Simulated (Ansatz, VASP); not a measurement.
Co: VASP beside Ansatz

```
Co
1.0
     2.41446    0.00000    0.00000
    -1.20723    2.09098    0.00000
     0.00000    0.00000    7.85943
Co
4
Direct
  0.00000 0.00000 0.00000
  0.00000 0.00000 0.50000
  0.33333 0.66667 0.25000
  0.66667 0.33333 0.75000
```

Alike in both runs: functional PBEsol; k mesh 14 × 14 × 4; occupations fermi-dirac, width 0.1 eV; no spin polarisation.

Ansatz relaxed the structure, and its values are those at the end. VASP's run is a single point on that final structure, the one shown.

|  | VASP | Ansatz |
| --- | --- | --- |
| version | VASP 6.6.1 | Ansatz 0.2.0 |
| potentials or method | VASP PAW PBE potentials, release 64 (Co_sv), cutoff 600 eV | plane waves (420 eV) with PAW, scalar-relativistic |
| valence electrons in the cell | 68 | 68 |

VASP gave:

- pressure (GPa): -3.8

Q: Which values does Ansatz return?

A: Pressure (GPa): 0.0.

VASP's potentials were made for PBE, not for PBEsol, and Ansatz warns of the same on its side.
